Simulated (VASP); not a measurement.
Wanted: the native input for a VASP 6.6.1 run.

| Item | Value |
| --- | --- |
| Task | single point |
| Functional | PBE |
| Potentials or basis | VASP PAW PBE potentials, release 64 (Sc_sv, Al) |
| Cutoff | 520 eV |
| k mesh | 7 × 7 × 7 |
| Occupations | gaussian, width 0.022 eV |
| Spin | no spin polarisation |
| Dipole correction | no |
| Further INCAR settings | ALGO = Normal; EDIFF = 1e-06; NBANDS = 18 |

The structure of ScAl3 lies in POSCAR:

```
ScAl3
1.0
    4.0878065700      0.0000000000      0.0000000000
    0.0000000000      4.0878065700      0.0000000000
    0.0000000000      0.0000000000      4.0878065700
Sc Al
1 3
Direct
    0.0000000000      0.0000000000      0.0000000000
    0.5000000000      0.5000000000      0.0000000000
    0.0000000000      0.5000000000      0.5000000000
    0.5000000000      0.0000000000      0.5000000000
```

These files were run (other wordings do the same):

INCAR

```
PREC = Accurate ; ENCUT = 520
EDIFF = 1E-6 ; ISMEAR = 0
SIGMA = 0.022 ; LREAL = False
LASPH = True ; NELM = 100
ALGO = Normal ; ISIF = 2
LWAVE = False ; LCHARG = False
GGA = PE ; NBANDS = 18
```

KPOINTS

```
Automatic mesh
0
Gamma
  7 7 7
```

Potentials or basis: VASP PAW PBE potentials, release 64 (Sc_sv, Al).

Command:

```console
$ cat potpaw_PBE.64/Sc_sv/POTCAR potpaw_PBE.64/Al/POTCAR > POTCAR
$ mpirun -np 1 vasp_std > vasp.out
```

Results of the run:

```yaml
Pressure: 1.1 GPa
Band_gap_on_the_k_mesh: zero (band 10 reaches 8.28 eV, above the bottom of band 11 at 4.60 eV)
```

Run time: 10 s on 1 thread of Intel(R) Xeon(R) 6975P-C (Granite Rapids), with other jobs on the host, peak memory 0.17 GiB.
